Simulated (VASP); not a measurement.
Set up this calculation in VASP 6.6.1, as the native input.

- Task: single point
- Functional: PBEsol
- Potentials or basis: VASP PAW PBE potentials, release 64 (Ca_sv)
- Cutoff: 520 eV
- k mesh: 14 × 14 × 14
- Occupations: gaussian, width 0.1 eV
- Spin: no spin polarisation
- Dipole correction: no
- Further INCAR settings: ALGO = Fast; EDIFF = 1e-07; NBANDS = 11

The structure of Ca lies in POSCAR:

```
Ca
1.0
   -2.3806730578      2.3806730578      2.1732093325
    2.3806730578     -2.3806730578      2.1732093325
    2.3806730578      2.3806730578     -2.1732093325
Ca
1
Direct
    0.5000000000      0.5000000000      0.0000000000
```

This cell differs from its parent crystal: strained.

One way to write it, as run:

INCAR

```
SYSTEM = Ca
PREC = Accurate
ENCUT = 520
EDIFF = 1E-7
ISMEAR = 0
SIGMA = 0.1
LREAL = .False.
LASPH = .True.
NELM = 100
ALGO = Fast
ISIF = 2
LWAVE = .False.
LCHARG = .False.
GGA = PS
NBANDS = 11
```

KPOINTS

```
Automatic mesh
0
Gamma
  14 14 14
  0 0 0
```

Potentials or basis: VASP PAW PBE potentials, release 64 (Ca_sv).

Launch:

```bash
$ cat potpaw_PBE.64/Ca_sv/POTCAR > POTCAR
$ mpirun -np 1 vasp_std > vasp.out
```

It gave:

| Quantity | Value |
| --- | --- |
| Pressure | -2.5 GPa |
| Band gap on the k mesh | zero (bands 5 and 6 overlap by 0.51 eV) |

Caveat: the cell differs from its parent crystal (strained); the PAW data sets were made with another functional, which shifts forces and pressure a little.

It took 62 s on 1 thread of Intel(R) Xeon(R) 6975P-C (Granite Rapids) (shared host), peak memory 0.26 GiB.
